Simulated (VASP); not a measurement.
Set up this calculation in VASP 6.6.1, as the native input.

```
Task                   : single point
Functional             : PBE
Potentials or basis    : VASP PAW PBE potentials, release 64 (Pb_d, Te)
Cutoff                 : 500 eV
k mesh                 : 6 × 6 × 6
Occupations            : gaussian, width 0.05 eV
Spin                   : non-collinear spin, zero start, spin-orbit coupling
Starting moments       : [[0.0, 0.0, 0.0], [0.0, 0.0, 0.0]] μB
Dipole correction      : no
Further INCAR settings : ALGO = Normal; EDIFF = 1e-06; NBANDS = 32
```

The structure of TePb lies in POSCAR:

```
TePb
1.0
    0.0000000000      3.2270013417      3.2270013417
    3.2270013417      0.0000000000      3.2270013417
    3.2270013417      3.2270013417      0.0000000000
Pb Te
1 1
Direct
    0.5000000000      0.5000000000      0.5000000000
    0.0000000000      0.0000000000      0.0000000000
```

The input as run:

INCAR

```
PREC     = Accurate       # precision mode
ENCUT    = 500            # plane-wave cutoff, eV
EDIFF    = 1E-6           # SCF threshold, eV
ISMEAR   = 0              # smearing method
SIGMA    = 0.05           # smearing width, eV
LREAL    = F              # projectors in reciprocal space
LASPH    = T              # aspherical terms in the spheres
NELM     = 200            # most SCF steps
ALGO     = Normal         # electronic algorithm
ISIF     = 2              # what is computed and relaxed
LWAVE    = F              # write WAVECAR
LCHARG   = T              # write CHGCAR
MAGMOM   = 0 0 0 0 0 0    # initial moments
LORBIT   = 11             # projections on sites
LSORBIT  = T              # spin-orbit coupling
GGA_COMPAT= F            
LORBMOM  = T            
GGA      = PE             # functional
LVHAR    = T            
NBANDS   = 32             # bands
```

KPOINTS

```
regular mesh
0
Gamma
  6 6 6
```

Potentials or basis: VASP PAW PBE potentials, release 64 (Pb_d, Te).

Run with:

```bash
$ cat potpaw_PBE.64/Pb_d/POTCAR potpaw_PBE.64/Te/POTCAR > POTCAR
$ mpirun -np 1 vasp_ncl > vasp.out
```

It gave:

The pressure is 2.1 GPa, the net moment is 0.00 μB per cell and the valence electrons inside the program's atomic spheres are Pb 11.89; Te 3.39.

Wall time 77 s on 1 thread of Intel(R) Xeon(R) Platinum 8259CL CPU @ 2.50GHz (Skylake/Cascade Lake), with other jobs on the host, peak memory 0.4 GiB.
